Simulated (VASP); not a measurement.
# Si16B (a cell with a defect) in VASP: single point with PBE+D3(BJ)

Aim: the single point of Si16B (a cell with a defect) with PBE+D3(BJ).

Program: VASP 6.6.1. These are calculated values, not measurements. Logs are shortened: lines on timing, memory, paths and dates and some standing lists are left out, and cuts for length are marked.

## 1. The cell of the first run

The cell holds a defect, 17 atoms: a = 7.679 Å, b = 7.679 Å, c = 7.679 Å, α = 60.00°, β = 60.00°, γ = 60.00°.

## 2. Single point, PBE+D3(BJ), collinear spin

INCAR

```
SYSTEM = Si16B
PREC = Accurate ; ENCUT = 520
EDIFF = 1E-7 ; ISMEAR = -1
SIGMA = 0.02 ; LREAL = Auto
LASPH = .True. ; NELM = 150
ALGO = Normal ; ISIF = 2
LWAVE = .False. ; LCHARG = .False.
ISPIN = 2 ; MAGMOM = 0 0 0 0 0 0 0 0 0 0 0 0 0 0 0 0 1
LORBIT = 11 ; GGA = PE
IVDW = 12 ; NBANDS = 52
```

KPOINTS

```
regular mesh
0
Gamma
  2 2 2
  0 0 0
```

POSCAR

```
Si16B
1.0
    0.0000000000      5.4300000000      5.4300000000
    5.4300000000      0.0000000000      5.4300000000
    5.4300000000      5.4300000000      0.0000000000
Si B
16 1
Direct
   -0.0001325063     -0.0001832301      0.0004247730
    0.1250099222      0.1248638332      0.1262046128
   -0.0008942477     -0.0008766595      0.5024571419
    0.1223592976      0.1223368953      0.6283844481
   -0.0003889114      0.5009234865     -0.0000710398
    0.1226766260      0.6276459785      0.1224728675
    0.0087818469      0.4970088641      0.4972780295
    0.1226732874      0.6270107224      0.6280104484
    0.5010899805     -0.0004542447     -0.0001562975
    0.6277217815      0.1226367955      0.1224561822
    0.4969402210      0.0090288369      0.4971580725
    0.6270279171      0.1226927747      0.6279313794
    0.4980828428      0.4980315660      0.0061348384
    0.6275555522      0.6274616045      0.1225786406
    0.4965844684      0.4965952004      0.4965939965
    0.6251342919      0.6254942941      0.6218616569
    0.3752949297      0.3762404820      0.3667406496
```

Potentials or basis: VASP PAW PBE potentials, release 64 (Si, B).

Launch:

```sh
$ cat potpaw_PBE.64/Si/POTCAR potpaw_PBE.64/B/POTCAR > POTCAR
$ mpirun -np 1 vasp_std > vasp.out
```

OUTCAR:

```text
SYSTEM = Si16B
   PREC = Accurate
   ENCUT = 520
   EDIFF = 1E-7
   ISMEAR = -1
   LREAL = Auto
   LASPH = .True.
   NELM = 150
   ISIF = 2
   ISPIN = 2
   LORBIT = 11
   GGA = PE
   IVDW = 12
 IVDW          = 12

 ion  position               nearest neighbor table
   1  1.000  1.000  0.000-   4 2.33  10 2.33   6 2.33   2 2.36
   2  0.125  0.125  0.126-   1 2.36   5 2.36   9 2.36   3 2.36
   3  0.999  0.999  0.502-  12 2.33   8 2.33   4 2.33   2 2.36
   4  0.122  0.122  0.628-   1 2.33   3 2.33  11 2.35   7 2.35
   5  1.000  0.501  1.000-   8 2.33  14 2.33   6 2.33   2 2.36
   6  0.123  0.628  0.122-   1 2.33   5 2.33   7 2.35  13 2.35
   7  0.009  0.497  0.497-  17 2.30   8 2.35   4 2.35   6 2.35  16 2.41
   8  0.123  0.627  0.628-   5 2.33   3 2.33  15 2.35   7 2.35
   9  0.501  1.000  1.000-  12 2.33  14 2.33  10 2.33   2 2.36
  10  0.628  0.123  0.122-   1 2.33   9 2.33  11 2.35  13 2.35
  11  0.497  0.009  0.497-  17 2.30  12 2.35   4 2.35  10 2.35  16 2.40
  12  0.627  0.123  0.628-   9 2.33   3 2.33  15 2.35  11 2.35
  13  0.498  0.498  0.006-  17 2.26  14 2.35  10 2.35   6 2.35  16 2.41
  14  0.628  0.627  0.123-   5 2.33   9 2.33  15 2.35  13 2.35
  15  0.497  0.497  0.497-  17 2.33  12 2.35   8 2.35  14 2.35  16 2.40
  16  0.625  0.625  0.622-  15 2.40  11 2.40   7 2.41  13 2.41
  17  0.375  0.376  0.367-  13 2.26   7 2.30  11 2.30  15 2.33

  LATTYP: Found a face centered cubic cell.
 ALAT       =    10.8600000000

  Lattice vectors:

 A1 = (   0.0000000000,   5.4300000000,   5.4300000000)
 A2 = (   5.4300000000,   0.0000000000,   5.4300000000)
 A3 = (   5.4300000000,   5.4300000000,   0.0000000000)

Analysis of symmetry for initial positions (statically):
=====================================================================
 Subroutine PRICEL returns:
 Original cell was already a primitive cell.

 Routine SETGRP: Setting up the symmetry group for a
 face centered cubic supercell.

 Subroutine GETGRP returns: Found  1 space group operations
 (whereof  1 operations were pure point group operations)
 out of a pool of 48 trial point group operations.

The static configuration has the point symmetry C_1 .

Analysis of symmetry for dynamics (positions and initial velocities):
=====================================================================
 Subroutine PRICEL returns:
 Original cell was already a primitive cell.

 Routine SETGRP: Setting up the symmetry group for a
 face centered cubic supercell.

 Subroutine GETGRP returns: Found  1 space group operations
 (whereof  1 operations were pure point group operations)
 out of a pool of 48 trial point group operations.

The dynamic configuration has the point symmetry C_1 .

Analysis of structural, dynamic, and magnetic symmetry:
[... 173 lines left out ...]

 E-fermi :   6.3584     XC(G=0):  -9.5683

 val. band max:        6.2246476584   @ k =   0.5000   0.5000   0.5000
 cond. band min:       6.4892651983   @ k =   0.0000   0.0000   0.0000
 fundamental gap:      0.2646175399
 Fermi energy:         6.3583762683

 spin component 1

 k-point     1 :       0.0000    0.0000    0.0000
  band No.  band energies     occupation
      1      -6.2728      1.00000
      2      -3.8722      1.00000
      3      -3.8149      1.00000
      4      -3.8129      1.00000
      5      -3.8000      1.00000
      6      -2.4367      1.00000
[... 373 lines left out ...]
     44      10.0420      0.00000
     45      10.1884      0.00000
 Fermi energy:         6.3583762683

 spin component 2

 k-point     1 :       0.0000    0.0000    0.0000
  band No.  band energies     occupation
      1      -6.2728      1.00000
      2      -3.8722      1.00000
      3      -3.8149      1.00000
      4      -3.8129      1.00000
      5      -3.8000      1.00000
      6      -2.4367      1.00000
[... 373 lines left out ...]
     44      10.0420      0.00000
     45      10.1884      0.00000
 [bands above 45 left out]

------------------------ aborting loop because EDIFF is reached ----------------------------------------

 Edisp (eV)   -5.33991

 E8    (eV) :    -2.1984

  FORCE on cell =-STRESS in cart. coord.  units (eV):
  Direction    XX          YY          ZZ          XY          YZ          ZX
  --------------------------------------------------------------------------------------
  -------------------------------------------------------------------------------------
  Total       0.96589     0.96470     0.97404     0.01336    -0.07812    -0.08848
  in kB       4.83293     4.82694     4.87370     0.06683    -0.39086    -0.44272
  external pressure =        4.84 kB  Pullay stress =        0.00 kB

 VOLUME and BASIS-vectors are now :
 -----------------------------------------------------------------------------
  energy-cutoff  :      520.00
  volume of cell :      320.21
      direct lattice vectors                 reciprocal lattice vectors
     0.000000000  5.430000000  5.430000000    -0.092081031  0.092081031  0.092081031
     5.430000000  0.000000000  5.430000000     0.092081031 -0.092081031  0.092081031
     5.430000000  5.430000000  0.000000000     0.092081031  0.092081031 -0.092081031

 POSITION                                       TOTAL-FORCE (eV/Angst)
 -----------------------------------------------------------------------------------
      5.43131      5.43159     10.85829        -0.011037     -0.011289      0.003620
      1.36330      1.36409      1.35681         0.010461      0.012259     -0.007300
      8.15358      8.15349     10.85038         0.011271      0.012492      0.004868
      4.07642      4.07654      1.32870        -0.014956     -0.017307      0.015360
      8.14963     10.85750      8.14790         0.000907      0.002314      0.010230
      4.07315      1.33116      4.07425        -0.004381      0.023653     -0.007219
[... 9 lines left out ...]
      6.77314      6.77119      6.79091         0.012644      0.015201      0.014876
      4.03439      4.02925      4.08084         0.005268      0.005346     -0.011895
 -----------------------------------------------------------------------------------
    total drift:                               -0.003469     -0.001848      0.001571

  FREE ENERGIE OF THE ION-ELECTRON SYSTEM (eV)
  ---------------------------------------------------
  free  energy   TOTEN  =       -93.9593202526 eV

  energy  without entropy=      -93.9591612137  energy(sigma->0) =      -93.95924073

 total charge

# of ion       s       p       d       tot
------------------------------------------
    1        0.742   0.957   0.000   1.699
    2        0.741   0.956   0.000   1.697
    3        0.741   0.957   0.000   1.698
    4        0.757   0.933   0.000   1.690
    5        0.742   0.957   0.000   1.699
    6        0.757   0.930   0.000   1.688
[... 9 lines left out ...]
   16        0.783   0.888   0.000   1.671
   17        0.825   0.763   0.000   1.588
--------------------------------------------------
tot         12.806  15.813   0.000  28.619

 magnetization (x)

# of ion       s       p       d       tot
------------------------------------------
    1        0.000  -0.000   0.000   0.000
    2        0.000   0.000   0.000   0.000
    3        0.000  -0.000   0.000  -0.000
    4        0.000  -0.000   0.000  -0.000
    5        0.000  -0.000   0.000   0.000
    6        0.000  -0.000   0.000  -0.000
[... 9 lines left out ...]
   16       -0.000  -0.000   0.000  -0.000
   17       -0.000   0.000   0.000  -0.000
--------------------------------------------------
tot          0.000  -0.000   0.000  -0.000
```

It took 18 min on 1 thread of Intel Xeon 8259CL, shared host; peak memory 0.71 GiB.

Results:

```
Free energy                                           : -93.9593 eV
Pressure                                              : 0.5 GPa
Largest force                                         : 0.028 eV/Å
Net moment                                            : 0.00 μB per cell
Valence electrons inside the program's atomic spheres : Si 1.70, 1.69, 1.68, 1.67 (each value once); B 1.59
Dispersion energy per atom                            : -0.314 eV
```

Forces in eV/Å, atoms in the order of the input:
```
Si  -0.011 -0.011  0.004
Si   0.010  0.012 -0.007
Si   0.011  0.012  0.005
Si  -0.015 -0.017  0.015
Si   0.001  0.002  0.010
Si  -0.004  0.024 -0.007
Si   0.004  0.012 -0.004
Si  -0.008 -0.023 -0.002
Si   0.003  0.002  0.010
Si   0.022 -0.006 -0.007
Si   0.012  0.003 -0.003
Si  -0.021 -0.007 -0.002
Si  -0.011 -0.009  0.015
Si  -0.010 -0.012 -0.017
Si  -0.002 -0.002 -0.013
Si   0.013  0.015  0.015
B    0.005  0.005 -0.012
```

Caveat: the k points lie up to 0.50 Å⁻¹ apart.
